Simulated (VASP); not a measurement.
# O in VASP: a series of runs, part 2 of 2

VASP 6.6.1.

## (3) Single point, LDA, collinear spin, ferromagnetic start

Input file INCAR:

```
SYSTEM = O
PREC = Accurate
ENCUT = 1000
EDIFF = 1E-6
ISMEAR = -1
SIGMA = 0.05
LREAL = Auto
LASPH = .True.
NELM = 200
ALGO = Normal
ISIF = 2
LWAVE = .False.
LCHARG = .False.
ISPIN = 2
MAGMOM = 0.54 0.55 0.54 0.54 0.55 0.54 0.54 0.55 0.54 0.54 0.54 0.54 0.55 0.54 0.54 0.54 0.55 0.54 0.54 0.55
LORBIT = 11
GGA = CA
NBANDS = 80
GGA_COMPAT = .False.
```

Input file KPOINTS:

```
regular mesh
0
Gamma
  1 1 1
  0 0 0
```

Input file POSCAR:

```
O
1.0
    7.2176520000      0.0000000000      0.0000000000
    0.0000000000      7.2176520000      0.0000000000
    0.0000000000      0.0000000000      7.2176520000
O
20
Direct
    0.4558407637      0.4963802633      0.5469645807
    0.5273598672      0.5067853091      0.4002548197
    0.7406425247      0.6583581475      0.7981543028
    0.8169831408      0.5832783293      0.9304688007
    0.4416117596      0.5302001260      1.0529185946
    0.2892076260      0.4820127100      0.9950604435
    0.4341993768      1.0257352391      0.5093069048
    0.4029565294      1.0999699071      0.3615718796
    0.8889871665     -0.0081328388      0.1716209094
    0.7522945135     -0.0273219047      0.2533233800
    1.0028191994      0.8014794839      0.5309344369
    1.0551908017      0.8854680165      0.6649530900
    0.8322512640      0.2010349072      0.9241371017
    0.7705968645      0.0642452698      0.8564003917
    0.1218540323      0.3400551869      0.4745864722
    0.1204269754      0.3877299709      0.6373540869
    0.4024023325      0.8681632198     -0.0847921180
    0.3878685201      1.0299886999     -0.0874799727
   -0.0837807087      0.5887787330      0.2796200205
    0.0638850418      0.6510011843      0.2375980444
```

Potentials or basis: VASP PAW LDA potentials, release 64 (O_h).

Command:

```bash
cat potpaw_LDA.64/O_h/POTCAR > POTCAR
mpirun -np 1 vasp_gam > vasp.out
```

OUTCAR:

```text
SYSTEM = O
   PREC = Accurate
   ENCUT = 1000
   EDIFF = 1E-6
   ISMEAR = -1
   LREAL = Auto
   LASPH = .True.
   NELM = 200
   ISIF = 2
   ISPIN = 2
   LORBIT = 11
   GGA = CA

 ion  position               nearest neighbor table
   1  0.456  0.496  0.547-   2 1.18
   2  0.527  0.507  0.400-   1 1.18
   3  0.741  0.658  0.798-   4 1.23
   4  0.817  0.583  0.930-   3 1.23
   5  0.442  0.530  0.053-   6 1.23
   6  0.289  0.482  0.995-   5 1.23
[... 12 lines left out ...]
  19  0.916  0.589  0.280-  20 1.20
  20  0.064  0.651  0.238-  19 1.20

  LATTYP: Found a simple cubic cell.
 ALAT       =     7.2176520000

  Lattice vectors:

 A1 = (   7.2176520000,   0.0000000000,   0.0000000000)
[... 390 lines left out ...]
      5.89670      4.20990      6.71580        -0.602548      0.781880     -1.220726
      3.18740      3.82680      0.38195        -1.262762     -0.508681     -0.650905
      2.08740      3.47900      7.18200         1.170285      0.427439      0.533967
[... 12 lines left out ...]
      6.61295      4.24960      2.01820        -0.738975     -0.288323      0.155773
      0.46110      4.69870      1.71490         0.367563      0.525977     -0.177441
 -----------------------------------------------------------------------------------
    total drift:                               -0.002391     -0.000311      0.000922

  FREE ENERGIE OF THE ION-ELECTRON SYSTEM (eV)
  ---------------------------------------------------
  free  energy   TOTEN  =      -106.5388634977 eV

  energy  without entropy=     -106.4737729513  energy(sigma->0) =     -106.50631822

 total charge

# of ion       s       p       d       tot
------------------------------------------
    1        1.074   2.251   0.000   3.325
    2        1.075   2.248   0.000   3.323
    3        1.079   2.208   0.000   3.287
    4        1.081   2.206   0.000   3.286
    5        1.080   2.210   0.000   3.290
    6        1.080   2.207   0.000   3.287
[... 12 lines left out ...]
   19        1.079   2.230   0.000   3.309
   20        1.080   2.221   0.000   3.302
--------------------------------------------------
tot         21.552  44.605   0.000  66.157

 magnetization (x)

# of ion       s       p       d       tot
------------------------------------------
    1        0.013   0.601   0.000   0.614
    2        0.014   0.605   0.000   0.618
    3        0.013   0.603   0.000   0.616
    4        0.013   0.597   0.000   0.610
    5        0.013   0.598   0.000   0.612
    6        0.013   0.590   0.000   0.603
[... 12 lines left out ...]
   19        0.001   0.035   0.000   0.037
   20        0.001   0.033   0.000   0.034
--------------------------------------------------
tot          0.206   9.278   0.000   9.484
```

stdout:

```text
POSCAR found type information on POSCAR O
 POSCAR found :  1 types and      20 ions
 scaLAPACK will be used
 LDA part: xc-table for (Slater(with rela. corr.)+CA(PZ))
 , standard interpolation
 POSCAR, INCAR and KPOINTS ok, starting setup
 FFT: planning ... GRIDC
 FFT: planning ... GRID_SOFT
 FFT: planning ... GRID
 WAVECAR not read
 entering main loop
```

Wall time 6.1 min (1 thread of Intel Xeon Platinum 8259CL at 2.50GHz (Skylake/Cascade Lake), shared host); peak memory 0.82 GiB.

Results:

```
Free energy                                           : -106.5389 eV
Pressure                                              : 0.9 GPa
Largest force                                         : 3.960 eV/Å
Net moment                                            : 15.31 μB per cell
Site moments                                          : O +0.61, +0.62, +0.60, -0.14, +0.56, +0.58, +0.59, +0.04, +0.03 (each value once) μB
Valence electrons inside the program's atomic spheres : O 3.33, 3.32, 3.29, 3.30, 3.34, 3.31 (each value once)
```

Forces on the atoms (eV/Å):
```
O   -0.785 -0.090  1.940
O    1.008  0.167 -1.799
O    0.663 -0.723  1.194
O   -0.603  0.782 -1.221
O   -1.263 -0.509 -0.651
O    1.170  0.427  0.534
O   -0.134  0.228 -0.503
O    0.207 -0.288  0.450
O    3.525  0.373 -1.766
O   -3.272 -0.733  2.065
O    0.144 -0.076 -0.259
O    0.044  0.122  0.208
O    0.515  1.170  0.520
O   -0.585 -1.122 -0.831
O   -0.047  0.266  1.283
O   -0.157 -0.380 -1.157
O    0.272 -2.728  0.032
O   -0.331  2.878 -0.019
O   -0.739 -0.288  0.156
O    0.368  0.526 -0.177
```

Levels at points of the mesh, in eV from the Fermi level:
Spin up:
| k point | band 64 | band 65 | band 66 | band 67 | band 68 | band 69 | band 70 | band 71 | band 72 | band 73 |
| --- | --- | --- | --- | --- | --- | --- | --- | --- | --- | --- |
| (0.00, 0.00, 0.00) | -0.63 | -0.59 | -0.55 | -0.49 | -0.03 | 0.43 | 0.67 | 5.34 | 6.44 | 6.73 |
Spin down:
```
           k point  band 50  band 51  band 52  band 53  band 54  band 55
(0.00, 0.00, 0.00)    -5.59    -0.68    -0.53     0.03     0.35     0.50
```

Caveat: the k points lie up to 0.87 Å⁻¹ apart, too coarse for converged energies, forces and pressures.
